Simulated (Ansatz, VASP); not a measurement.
**Al3Ni2: VASP beside Ansatz**

```
CELL_PARAMETERS angstrom
4.35341 0.00000 0.00000
-2.17671 3.77017 0.00000
0.00000 0.00000 4.85946
ATOMIC_POSITIONS crystal
Al 0.00000 0.00000 0.00000
Al 0.33333 0.66667 0.64778
Al 0.66667 0.33333 0.35222
Ni 0.33333 0.66667 0.14557
Ni 0.66667 0.33333 0.85443
```

Change from the starting cell: strain +0.0875 x Voigt [1, 1, 0, 0, 0, 0], atoms carried along.

Alike in both runs: task single point; functional PBEsol; k mesh 12 × 12 × 10; occupations gaussian, width 0.15 eV; no spin polarisation.

|  | VASP | Ansatz |
| --- | --- | --- |
| version | VASP 6.6.1 | Ansatz 0.2.0 |
| potentials or method | VASP PAW PBE potentials, release 64 (Al, Ni), cutoff 520 eV | scalar-relativistic, plane waves, PAW |
| valence electrons in the cell | 29 | 45 |

|  | VASP | Ansatz | Ansatz less VASP |
| --- | --- | --- | --- |
| gap on the k mesh at the Fermi level (eV) | none | none | - |
| pressure (GPa) | -15.4 | -15.6 | -0.17 |
| traceless stress, the component that is largest in VASP (GPa) | 8.55 | 8.55 | -0.006 |
| rms of the force components (eV/Å) | 0.076 | 0.080 | +0.0040 |

VASP's potentials were made for PBE, not for PBEsol. Atom by atom the forces differ by 0.004 eV/Å (rms over components). A gap of «none» marks a metal or a gap that the smearing closes. With one functional, cell and mesh, what is left measures potentials, basis and numerics. VASP's potentials hold 29 valence electrons a cell and Ansatz's 45, so a difference there can come from the potentials and not from the codes.
